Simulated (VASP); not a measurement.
## Si4W2Cl: relaxation of the atoms with PBE

Si4W2Cl, a slab with vacuum:

```
Si W Cl
1.0
     3.22904    0.00000    0.00000
     0.00000    3.22904    0.00000
     0.00000    0.00000   21.93683
Si W Cl
4 2 1
Direct
  0.00000 0.00000 0.18234
  0.00000 0.00000 0.30100
  0.50000 0.50000 0.35901
  0.50000 0.50000 0.47577
  0.50000 0.50000 0.24167
  0.00000 0.00000 0.41784
  0.75000 0.75000 0.55693
```

| Property | Result |
| --- | --- |
| Program | VASP 6.6.1 |
| Task | relaxation of the atoms |
| Functional | PBE |
| Potentials or basis | VASP PAW PBE potentials, release 64 (Si, W_sv, Cl) |
| Cutoff | 520 eV |
| k mesh | 8 × 8 × 1 |
| Occupations | gaussian, width 0.1 eV |
| Spin | no spin polarisation |
| Dipole correction | yes |
| Atoms held fixed (from 0) | [0, 1, 2, 3, 4, 5] |
| Further INCAR settings | ALGO = Fast; EDIFF = 1e-07; IBRION = 2; EDIFFG = -0.025; NSW = 36 |
| Atoms held along some axes (from 0) | atom 6 along a and b |

- Energy gained by relaxing: 5.4 meV/atom
- Ionic steps: 3
- Band gap on the k mesh: zero (an odd number of electrons rules out a gap without spin polarisation)

The path:
| step | energy change (eV) | largest force on free atoms (eV/Å) | pressure (GPa) |
| --- | --- | --- | --- |
| 1 | 0.0000 | 0.9427 | 0.55 |
| 2 | -0.0303 | 0.3993 | 0.24 |
| 3 | -0.0376 | 0.0027 | 0.00 |

Final structure:
```
Si W Cl
1.0
     3.22904    0.00000    0.00000
     0.00000    3.22904    0.00000
     0.00000    0.00000   21.93683
Si W Cl
4 2 1
Direct
  0.00000 0.00000 0.18234
  0.00000 0.00000 0.30100
  0.50000 0.50000 0.35901
  0.50000 0.50000 0.47577
  0.50000 0.50000 0.24167
  0.00000 0.00000 0.41784
  0.75000 0.75000 0.56073
```

Levels at points of the mesh, in eV from the Fermi level:
```csv
k point,band 22,band 23,band 24,band 25,band 26,band 27,band 28,band 29,band 30
"(0.00, 0.00, 0.00)",-1.83,-0.70,-0.61,0.66,0.70,0.83,0.94,0.94,2.39
"(0.50, 0.00, 0.00)",-1.96,-1.94,-0.92,-0.30,-0.25,-0.12,2.09,2.69,2.88
"(0.50, 0.50, 0.00)",-2.92,-2.08,-1.96,-1.94,-0.64,1.14,1.37,2.98,3.25
```

Run time: 10 min on 1 thread of Oxide Virtual Turin-like Processor (shared host), peak memory 0.36 GiB.

Caveat: spin-orbit coupling is left out, which moves the levels of the heavy elements; an odd number of electrons without spin polarisation forces a metal; a magnetic or distorted state may lie lower.
